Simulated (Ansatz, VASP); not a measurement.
# In in VASP and in Ansatz

```
CELL_PARAMETERS angstrom
3.38621 0.00000 0.00000
-1.69310 2.93254 0.00000
0.00000 0.00000 10.99867
ATOMIC_POSITIONS crystal
In 0.00000 0.00000 0.00000
In 0.00000 0.00000 0.50000
In 0.33333 0.66667 0.25000
In 0.66667 0.33333 0.75000
```

Alike in both runs: task single point; functional revPBE; k mesh 12 × 12 × 4; occupations fermi-dirac, width 0.1 eV; no spin polarisation.

|  | VASP | Ansatz |
| --- | --- | --- |
| version | VASP 6.6.1 | Ansatz 0.2.0 |
| potentials or method | VASP PAW PBE potentials, release 64 (In_d), cutoff 520 eV | plane waves (420 eV) with PAW, scalar-relativistic |
| valence electrons in the cell | 52 | 52 |

```tsv
	VASP	Ansatz	Ansatz less VASP
pressure (GPa)	1.4	1.4	+0.03
traceless stress, the component that is largest in VASP (GPa)	0.05	0.05	-0.001
```

VASP's potentials were made for PBE, not for revPBE.
